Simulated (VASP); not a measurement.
Here is a VASP 6.6.1 calculation.

INCAR

```
SYSTEM = SnO2
PREC = Accurate
ENCUT = 600
EDIFF = 1E-6
ISMEAR = -1
SIGMA = 0.02
LREAL = .FALSE.
LASPH = .TRUE.
NELM = 60
ALGO = Normal
ISIF = 3
LWAVE = .FALSE.
LCHARG = .FALSE.
GGA = PS
IBRION = 2
NSW = 80
EDIFFG = -0.005
```

Contents of KPOINTS:

```
regular mesh
0
G
  4 4 4
  0 0 0
```

The input POSCAR:

```
SnO2
1.0
    5.1695054996      0.0000000000      0.0000000000
    0.0000000000      5.1695054996      0.0000000000
    0.0000000000      0.0000000000      5.1695054996
Sn O
4 8
Direct
    0.0000000000      0.5000000000      0.5000000000
    0.5000000000      0.5000000000      0.0000000000
    0.5000000000      0.0000000000      0.5000000000
    0.0000000000      0.0000000000      0.0000000000
    0.3391259556      0.1608740444      0.8391259556
    0.1608740444      0.8391259556      0.3391259556
    0.8391259556      0.3391259556      0.1608740444
    0.6608740444      0.6608740444      0.6608740444
    0.3391259556      0.3391259556      0.3391259556
    0.1608740444      0.6608740444      0.8391259556
    0.8391259556      0.1608740444      0.6608740444
    0.6608740444      0.8391259556      0.1608740444
```

Potentials or basis: VASP PAW PBE potentials, release 64 (Sn_d, O).

Command:

```bash
$ cat potpaw_PBE.64/Sn_d/POTCAR potpaw_PBE.64/O/POTCAR > POTCAR
$ mpirun -np 1 vasp_std > vasp.out
```

Task: Predict the relaxed volume.

Result: 11.16 Å³/atom.

Task: Predict the relaxed cell.

Result: a = 5.116 Å, b = 5.116 Å, c = 5.116 Å, α = 90.00°, β = 90.00°, γ = 90.00°.

The path:
```tsv
step	energy change (eV)	largest force (eV/Å)	pressure (GPa)	volume (Å³)
1	0.0000	0.0236	-6.18	138.15
2	0.0201	0.0463	7.83	129.46
3	-0.0849	0.0077	-0.04	133.92
4	-0.0849	0.0083	0.09	133.84
5	-0.0849	0.0064	-0.08	133.95
6	-0.0849	0.0072	0.00	133.91
7	-0.0849	0.0069	-0.04	133.92
8	-0.0849	0.0067	-0.07	133.92
9	-0.0849	0.0070	-0.07	133.91
10	-0.0849	0.0066	0.10	133.84
11	-0.0850	0.0068	0.03	133.87
12	-0.0850	0.0054	0.03	133.87
13	-0.0850	0.0021	0.01	133.88
```

Caveat: the PAW data sets were made with another functional, which shifts forces and pressure a little.
